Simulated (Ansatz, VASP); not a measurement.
# Se: VASP beside Ansatz

```
Se
1.0
     7.74786    0.00000    0.00000
    -3.87393    6.70985    0.00000
     0.00000    0.00000    4.47355
Se
8
Cartesian
  5.4506 1.3263 2.2368
  3.8739 4.0572 2.2368
  2.2972 1.3263 2.2368
  -1.5767 5.3835 2.2368
  0.0000 2.6526 2.2368
  1.5767 5.3835 2.2368
  0.0000 4.4732 0.0000
  3.8739 2.2366 0.0000
```

Alike in both runs: functional PBE; k mesh 6 × 6 × 8; occupations gaussian, width 0.1 eV; no spin polarisation.

Ansatz relaxed the structure, and its values are those at the end. VASP's run is a single point on that final structure, the one shown.

|  | VASP | Ansatz |
| --- | --- | --- |
| version | VASP 6.6.1 | Ansatz 0.2.0 |
| potentials or method | VASP PAW PBE potentials, release 64 (Se), cutoff 520 eV | scalar-relativistic, plane waves, PAW |
| valence electrons in the cell | 48 | 128 |

```tsv
	VASP	Ansatz	Ansatz less VASP
gap on the k mesh at the Fermi level (eV)	none	none	-
pressure (GPa)	0.0	0.0	-0.01
```

A gap of «none» marks a metal or a gap that the smearing closes. The functional is the same, so the differences come from potentials, cutoffs and numerics. VASP's potentials hold 48 valence electrons a cell and Ansatz's 128, so a difference there can come from the potentials and not from the codes.
